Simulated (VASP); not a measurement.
# I: single point with LDA

Crystal: I.

```
CELL_PARAMETERS angstrom
0.00000 2.31316 2.31316
2.31316 0.00000 2.31316
2.31316 2.31316 0.00000
ATOMIC_POSITIONS crystal
I 0.00000 0.00000 0.00000
```

This cell differs from its parent crystal: volume scaled by 0.8.

- Program: VASP 6.6.1
- Task: single point
- Functional: LDA
- Potentials or basis: VASP PAW LDA potentials, release 64 (I)
- Cutoff: 520 eV
- k mesh: 14 × 14 × 14
- Occupations: fermi-dirac, width 0.05 eV
- Spin: no spin polarisation
- Dipole correction: no
- Further INCAR settings: ALGO = Normal; EDIFF = 1e-06; NBANDS = 10

- Pressure: 14.9 GPa

Levels at points of the mesh, in eV from the Fermi level:
| k point | band 2 | band 3 | band 4 | band 5 | band 6 | band 7 |
| --- | --- | --- | --- | --- | --- | --- |
| (0.00, 0.00, 0.00) | 1.91 | 1.91 | 1.91 | 9.54 | 9.54 | 9.54 |
| (0.50, 0.00, 0.00) | -7.51 | 0.57 | 0.57 | 6.72 | 8.74 | 8.74 |
| (0.50, 0.50, 0.00) | -6.75 | -2.03 | -2.03 | 3.38 | 4.07 | 19.23 |

Run time: 4.8 s on 1 thread of Intel(R) Xeon(R) 6975P-C (Granite Rapids), on a shared host, peak memory 0.14 GiB.

Caveat: spin-orbit coupling is left out, which moves the levels of the heavy elements; an odd number of electrons without spin polarisation forces a metal; a magnetic or distorted state may lie lower.
